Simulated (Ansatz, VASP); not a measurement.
# ZnSe in VASP and in Ansatz

The input INCAR:

```
SYSTEM = ZnSe
PREC = Accurate
ENCUT = 520
EDIFF = 1E-6
ISMEAR = -1
SIGMA = 0.02
LREAL = .FALSE.
LASPH = .TRUE.
NELM = 100
ALGO = Normal
ISIF = 2
LWAVE = .FALSE.
LCHARG = .FALSE.
GGA = PE
NBANDS = 16
```

The input KPOINTS:

```
Automatic mesh
0
G
  8 8 8
  0 0 0
```

The input POSCAR:

```
ZnSe
1.0
    0.0000000000      2.8324206784      2.8324206784
    2.8324206784      0.0000000000      2.8324206784
    2.8324206784      2.8324206784      0.0000000000
Zn Se
1 1
Direct
    0.0000000000      0.0000000000      0.0000000000
    0.2500000000      0.2500000000      0.2500000000
```

Input for Ansatz:

```yaml
crystal:
  lattice:
    - [0.0, 2.8324206784, 2.8324206784]
    - [2.8324206784, 0.0, 2.8324206784]
    - [2.8324206784, 2.8324206784, 0.0]
  atoms:
    - { symbol: Zn, position: [0.0, 0.0, 0.0] }
    - { symbol: Se, position: [0.25, 0.25, 0.25] }
kpoints:
  mp_grid: { grid: [8, 8, 8] }
  band_path:
    path:
      - [[0.0, 0.0, 0.0], [-0.5, -0.5, 0.0], [-0.375, -0.375, 0.25]]
      - [[-0.375, 0.0, 0.375], [0.0, 0.0, 0.0], [0.0, 0.0, 0.5], [-0.5, -0.25, 0.25], [-0.5, -0.5, 0.0]]
    npoints: 10
hamiltonian:
  xc: pbe
scf:
  occupations: { method: fermi_dirac, width: 0.02 }
  n_extra_bands: 4
output:
  forces: true
  stress: true
  eigenvalues: true
```

Alike in both runs: task single point; functional PBE; k mesh 8 × 8 × 8; occupations fermi-dirac, width 0.02 eV; no spin polarisation.

```csv
,VASP,Ansatz
version,VASP 6.6.1,Ansatz 0.2.0
potentials or method,"VASP PAW PBE potentials, release 64 (Zn, Se)","plane waves, PAW"
plane-wave cutoff (eV),520,420
valence electrons in the cell,18,28
```

Ansatz gave:

| Quantity | Value |
| --- | --- |
| gap on the k mesh at the Fermi level (eV) | 1.29 |
| pressure (GPa) | 2.2 |

Task: What did VASP give for the same quantities?

Result: gap on the k mesh at the Fermi level (eV): 1.30; pressure (GPa): 2.4.

With one functional, cell and mesh, what is left measures potentials, basis and numerics. VASP's potentials hold 18 valence electrons a cell and Ansatz's 28, so a difference there can come from the potentials and not from the codes.
